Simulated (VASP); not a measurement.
# InSe (P6_3/mmc) in VASP: further runs

Runs on InSe. Level: PBE. Tasks: single point, relaxation of cell and atoms.

Everything below comes from runs of VASP 6.6.1. Logs are shortened: lines on timing, memory, paths and dates and some standing lists are left out, and cuts for length are marked.

**1. The cell of the first run**

Symmetry: P6_3/mmc, No. 194, hexagonal system. Conventional cell: a = 4.090 Å, b = 4.090 Å, c = 19.505 Å, α = 90.00°, β = 90.00°, γ = 120.00°. In (site symmetry 3m) has 3 Se at 2.68 Å and 1 In at 2.83 Å within 3.5 Å. Se (site symmetry 3m) has 3 In at 2.68 Å within 3.5 Å.

**2. Single point, PBE (35.32 Å³/atom)**

INCAR

```
SYSTEM = InSe
  PREC = Accurate
  ENCUT = 520
  EDIFF = 1E-7
  ISMEAR = 0
  SIGMA = 0.02
  LREAL = .FALSE.
  LASPH = .TRUE.
  NELM = 80
  ALGO = Normal
  ISIF = 2
  LWAVE = .FALSE.
  LCHARG = .FALSE.
  GGA = PE
  NBANDS = 48
```

KPOINTS

```
regular mesh
0
G
  12 12 2
  0 0 0
```

POSCAR

```
InSe
1.0
    4.0898722007      0.0000000000      0.0000000000
   -2.0449361003      3.5419332240      0.0000000000
    0.0000000000      0.0000000000     19.5048684872
In Se
4 4
Direct
    0.3333333333      0.6666666667      0.1775279494
    0.6666666667      0.3333333333      0.6775279494
    0.3333333333      0.6666666667      0.3224720506
    0.6666666667      0.3333333333      0.8224720506
    0.3333333333      0.6666666667      0.6122944814
    0.6666666667      0.3333333333      0.1122944814
    0.3333333333      0.6666666667      0.8877055186
    0.6666666667      0.3333333333      0.3877055186
```

Potentials or basis: VASP PAW PBE potentials, release 64 (In_d, Se).

The run is started by

```sh
> cat potpaw_PBE.64/In_d/POTCAR potpaw_PBE.64/Se/POTCAR > POTCAR
> mpirun -np 1 vasp_std > vasp.out
```

OUTCAR:

```text
SYSTEM = InSe
   PREC = Accurate
   ENCUT = 520
   EDIFF = 1E-7
   ISMEAR = 0
   LREAL = .FALSE.
   LASPH = .TRUE.
   NELM = 80
   ISIF = 2
   GGA = PE

 ion  position               nearest neighbor table
   1  0.333  0.667  0.178-   6 2.68   6 2.68   6 2.68   3 2.83
   2  0.667  0.333  0.678-   5 2.68   5 2.68   5 2.68   4 2.83
   3  0.333  0.667  0.322-   8 2.68   8 2.68   8 2.68   1 2.83
   4  0.667  0.333  0.822-   7 2.68   7 2.68   7 2.68   2 2.83
   5  0.333  0.667  0.612-   2 2.68   2 2.68   2 2.68
   6  0.667  0.333  0.112-   1 2.68   1 2.68   1 2.68
   7  0.333  0.667  0.888-   4 2.68   4 2.68   4 2.68
   8  0.667  0.333  0.388-   3 2.68   3 2.68   3 2.68

  LATTYP: Found a hexagonal cell.
 ALAT       =     4.0898722007
 C/A-ratio  =     4.7690655184

  Lattice vectors:

 A1 = (   4.0898722007,   0.0000000000,   0.0000000000)
 A2 = (  -2.0449361003,   3.5419332240,   0.0000000000)
 A3 = (   0.0000000000,   0.0000000000,  19.5048684872)

Analysis of symmetry for initial positions (statically):
=====================================================================
 Subroutine PRICEL returns:
 Original cell was already a primitive cell.

 Routine SETGRP: Setting up the symmetry group for a
 hexagonal supercell.

 Subroutine GETGRP returns: Found 24 space group operations
 (whereof 12 operations were pure point group operations)
 out of a pool of 24 trial point group operations.

The static configuration has the point symmetry D_3d.
 The point group associated with its full space group is D_6h.

Analysis of symmetry for dynamics (positions and initial velocities):
=====================================================================
 Subroutine PRICEL returns:
 Original cell was already a primitive cell.

 Routine SETGRP: Setting up the symmetry group for a
 hexagonal supercell.

 Subroutine GETGRP returns: Found 24 space group operations
 (whereof 12 operations were pure point group operations)
 out of a pool of 24 trial point group operations.

The dynamic configuration has the point symmetry D_3d.
 The point group associated with its full space group is D_6h.

 Subroutine INISYM returns: Found 24 space group operations
 (whereof 12 operations are pure point group operations),
 and found     1 'primitive' translations

----------------------------------------------------------------------------------------

                                     Primitive cell

  volume of cell :     282.5486

  direct lattice vectors                    reciprocal lattice vectors
     4.089872201  0.000000000  0.000000000     0.244506418  0.141165846  0.000000000
    -2.044936100  3.541933224  0.000000000     0.000000000  0.282331692  0.000000000
     0.000000000  0.000000000 19.504868487     0.000000000  0.000000000  0.051269251

  length of vectors
     4.089872201  4.089872201 19.504868487     0.282331692  0.282331692  0.051269251

  position of ions in fractional coordinates (direct lattice)
     0.333333333  0.666666667  0.177527949
     0.666666667  0.333333333  0.677527949
     0.333333333  0.666666667  0.322472051
     0.666666667  0.333333333  0.822472051
     0.333333333  0.666666667  0.612294481
     0.666666667  0.333333333  0.112294481
     0.333333333  0.666666667  0.887705519
     0.666666667  0.333333333  0.387705519

  ion indices of the primitive-cell ions
   primitive index   ion index
                 1           1
                 2           2
                 3           3
                 4           4
                 5           5
                 6           6
                 7           7
                 8           8

----------------------------------------------------------------------------------------

 KPOINTS: regular mesh

Automatic generation of k-mesh.
 Grid dimensions read from file:
 generate k-points for:   12   12    2

 Generating k-lattice:

  Cartesian coordinates                     Fractional coordinates (reciprocal lattice)
     0.020375535  0.011763820  0.000000000     0.083333333  0.000000000  0.000000000
     0.000000000  0.023527641  0.000000000     0.000000000  0.083333333  0.000000000
     0.000000000  0.000000000  0.025634626     0.000000000  0.000000000  0.500000000

  Length of vectors
     0.023527641  0.023527641  0.025634626

  Shift w.r.t. Gamma in fractional coordinates (k-lattice)
     0.000000000  0.000000000  0.000000000

 Subroutine IBZKPT returns following result:
 ===========================================

 Found     38 irreducible k-points:

 Following reciprocal coordinates:
            Coordinates               Weight
  0.000000  0.000000  0.000000      1.000000
  0.083333  0.000000  0.000000      6.000000
  0.166667  0.000000  0.000000      6.000000
  0.250000  0.000000  0.000000      6.000000
  0.333333  0.000000  0.000000      6.000000
  0.416667  0.000000  0.000000      6.000000
[... 16 lines left out ...]
  0.250000  0.000000  0.500000      6.000000
  0.333333  0.000000  0.500000      6.000000
 [... further k-points ...]
   k-points           NKPTS =     38   k-points in BZ     NKDIM =     38   number of bands    NBANDS=     48
   number of dos      NEDOS =    301   number of ions     NIONS =      8
   total plane-waves  NPLWV = 135000
   dimension x,y,z NGX =    30 NGY =   30 NGZ =  150
   dimension x,y,z NGXF=    60 NGYF=   60 NGZF=  300
   ions per type =               4   4
   NGX,Y,Z   is equivalent  to a cutoff of  12.19, 12.19, 12.78 a.u.
   NGXF,Y,Z  is equivalent  to a cutoff of  24.39, 24.39, 25.57 a.u.
 SYSTEM =  InSe
   PREC   = accura    normal or accurate (medium, high low for compatibility)
   ISTART =      0    job   : 0-new  1-cont  2-samecut
   ICHARG =      2    charge: 1-file 2-atom 10-const
   ISPIN  =      1    spin polarized calculation?
   LNONCOLLINEAR =      F non collinear calculations
   LSORBIT =      F    spin-orbit coupling
   LASPH  =      T    aspherical Exc in radial PAW
   ENCUT  =  520.0 eV  38.22 Ry    6.18 a.u.   7.60  7.60 36.27*2*pi/ulx,y,z
   NELM   =     80;   NELMIN=  2; NELMDL= -5     # of ELM steps
   EDIFF  = 0.1E-06   stopping-criterion for ELM
   LREAL  =      F    real-space projection
   EDIFFG = 0.1E-05   stopping-criterion for IOM
   NSW    =      0    number of steps for IOM
   IBRION =     -1    ionic relax: 0-MD 1-quasi-New 2-CG
   NFREE  =      0    steps in history (QN), initial steepest desc. (CG)
   ISIF   =      2    stress and relaxation
   ISYM   =      2    0-nonsym 1-usesym 2-fastsym
   POTIM  = 0.5000    time-step for ionic-motion
   TEBEG  =    0.0;   TEEND  =   0.0 temperature during run
   PSTRESS=    0.0 pullay stress
   NELECT =      76.0000    total number of electrons
   NUPDOWN=      -1.0000    fix difference up-down
   EMIN   =  10.00;   EMAX   =-10.00  energy-range for DOS
   EFERMI =   0.00;   METHOD = LEGACY
   ISMEAR =     0;   SIGMA  =   0.02  broadening in eV -4-tet -1-fermi 0-gaus
   EFERMI_NEDOS =   21; number of points for ismear=-14 and -15
   IALGO  =     38    algorithm
   IMIX   =      4    mixing-type and parameters
     AMIX     =   0.40;   BMIX     =  1.00
     AMIX_MAG =   1.60;   BMIX_MAG =  1.00
  volume/ion in A,a.u.               =      35.32       238.34
  Fermi-wavevector in a.u.,A,eV,Ry     =   1.056773  1.997011 15.194563  1.116769
  Thomas-Fermi vector in A             =   2.192021
   LORBIT       =      0    0 simple, 1 ext, 2 COOP (PROOUT), +10 PAW based schemes
   GGA     = PE    functional components
   LHFCALC =     F    Hartree Fock is set to
   AEXX    =    0.0000 exact exchange contribution
   IVDW    =     0    specifies the selected vdW correction
   LEPSILON=     F    determine dielectric tensor
   LRPA    =     F    only Hartree local field effects (RPA)
 non-spin polarized calculation
 Gauss-broadening in eV      SIGMA  =   0.02
  energy-cutoff  :      520.00
  volume of cell :      282.55
 maximum number of plane-waves:      7651
   NGX = 15   NGY = 15   NGZ = 73

 number of electron      76.0000031 magnetization

 Free energy of the ion-electron system (eV)
  ---------------------------------------------------
  ext. energy  EPLUGINS =         0.00000000
  ---------------------------------------------------
  free energy    TOTEN  =       -28.44805886 eV

  energy without entropy =      -28.44805886  energy(sigma->0) =      -28.44805886

 E-fermi :   2.1120     XC(G=0):  -7.8844

 val. band max:        2.0094771676   @ k =   0.0833   0.0000   0.0000
 cond. band min:       2.9614717586   @ k =   0.0000   0.0000   0.0000
 fundamental gap:      0.9519945909
 Fermi energy:         2.1120393683

 k-point     1 :       0.0000    0.0000    0.0000
  band No.  band energies     occupation
      1     -12.2454      2.00000
      2     -12.2454      2.00000
      3     -12.0759      2.00000
      4     -12.0759      2.00000
      5     -12.0759      2.00000
      6     -12.0759      2.00000
[... 40 lines left out ...]
     47       7.8909      0.00000
     48       7.9160      0.00000

 k-point     2 :       0.0833    0.0000    0.0000
  band No.  band energies     occupation
      1     -12.2450      2.00000
      2     -12.2450      2.00000
      3     -12.0957      2.00000
      4     -12.0955      2.00000
      5     -12.0748      2.00000
      6     -12.0748      2.00000
[... 40 lines left out ...]
     47       7.5014      0.00000
     48       7.6394      0.00000

 k-point     3 :       0.1667    0.0000    0.0000
  band No.  band energies     occupation
      1     -12.2470      2.00000
      2     -12.2469      2.00000
      3     -12.1411      2.00000
      4     -12.1406      2.00000
      5     -12.0798      2.00000
      6     -12.0792      2.00000
[... 40 lines left out ...]
     47       6.9135      0.00000
     48       7.1204      0.00000

 k-point     4 :       0.2500    0.0000    0.0000
  band No.  band energies     occupation
      1     -12.2639      2.00000
      2     -12.2637      2.00000
      3     -12.1789      2.00000
      4     -12.1785      2.00000
      5     -12.1436      2.00000
      6     -12.1429      2.00000
[... 958 lines left out ...]
     47       7.0174      0.00000
     48       7.0174      0.00000

 k-point    23 :       0.2500    0.0000    0.5000
  band No.  band energies     occupation
      1     -12.2638      2.00000
      2     -12.2638      2.00000
      3     -12.1787      2.00000
      4     -12.1787      2.00000
      5     -12.1432      2.00000
      6     -12.1432      2.00000
[... 40 lines left out ...]
     47       6.9806      0.00000
     48       6.9806      0.00000

 k-point    24 :       0.3333    0.0000    0.5000
  band No.  band energies     occupation
      1     -12.2991      2.00000
      2     -12.2991      2.00000
      3     -12.1975      2.00000
      4     -12.1975      2.00000
      5     -12.1902      2.00000
      6     -12.1902      2.00000
[... 40 lines left out ...]
     47       6.9922      0.00000
     48       6.9922      0.00000

 [... further k-points ...]

------------------------ aborting loop because EDIFF is reached ----------------------------------------

  FORCE on cell =-STRESS in cart. coord.  units (eV):
  Direction    XX          YY          ZZ          XY          YZ          ZX
  --------------------------------------------------------------------------------------
  -------------------------------------------------------------------------------------
  Total       -0.0985756     -0.0985756     -0.0841213     -0.0000000     -0.0000000      0.0000000
  in kB       -0.5589680     -0.5589680     -0.4770058     -0.0000000     -0.0000000      0.0000000
  external PRESSURE =      -0.5316473 kB  Pullay stress =       0.0000000 kB

 VOLUME and BASIS-vectors are now :
 -----------------------------------------------------------------------------
  energy-cutoff  :      520.00
  volume of cell :      282.55
      direct lattice vectors                 reciprocal lattice vectors
     4.089872201  0.000000000  0.000000000     0.244506418  0.141165846  0.000000000
    -2.044936100  3.541933224  0.000000000     0.000000000  0.282331692  0.000000000
     0.000000000  0.000000000 19.504868487     0.000000000  0.000000000  0.051269251

 POSITION                                       TOTAL-FORCE (eV/Angst)
 -----------------------------------------------------------------------------------
     -0.00000      2.36129      3.46266         0.000000      0.000000      0.015018
      2.04494      1.18064     13.21509        -0.000000      0.000000      0.015018
     -0.00000      2.36129      6.28977         0.000000      0.000000     -0.015018
      2.04494      1.18064     16.04221        -0.000000     -0.000000     -0.015018
     -0.00000      2.36129     11.94272         0.000000      0.000000     -0.013831
      2.04494      1.18064      2.19029        -0.000000     -0.000000     -0.013831
     -0.00000      2.36129     17.31458         0.000000      0.000000      0.013831
      2.04494      1.18064      7.56215        -0.000000     -0.000000      0.013831
 -----------------------------------------------------------------------------------
    total drift:                               -0.000000      0.000000      0.000000

  FREE ENERGIE OF THE ION-ELECTRON SYSTEM (eV)
  ---------------------------------------------------
  free  energy   TOTEN  =       -28.4480588607 eV

  energy  without entropy=      -28.4480588607  energy(sigma->0) =      -28.44805886
```

Run time: 9.3 min. Hardware: 1 thread of AMD EPYC 7R43 (Zen 3), shared host; peak memory 0.58 GiB.

Results:

```
Free energy            : -28.4481 eV
Pressure               : -0.1 GPa
Largest force          : 0.015 eV/Å
Band gap on the k mesh : 0.95 eV (least direct gap 0.96 eV)
```

Forces on the atoms (eV/Å):
```
In   0.000  0.000  0.015
In   0.000  0.000  0.015
In   0.000  0.000 -0.015
In   0.000  0.000 -0.015
Se   0.000  0.000 -0.014
Se   0.000  0.000 -0.014
Se   0.000  0.000  0.014
Se   0.000  0.000  0.014
```

Caveat: spin-orbit coupling is left out, which moves the levels of the heavy elements; this functional lacks dispersion, which binds the layers, so the pressure and a relaxed spacing across them are unreliable. A k mesh can miss the band edges.

(Part 1 of 3 ends here.)
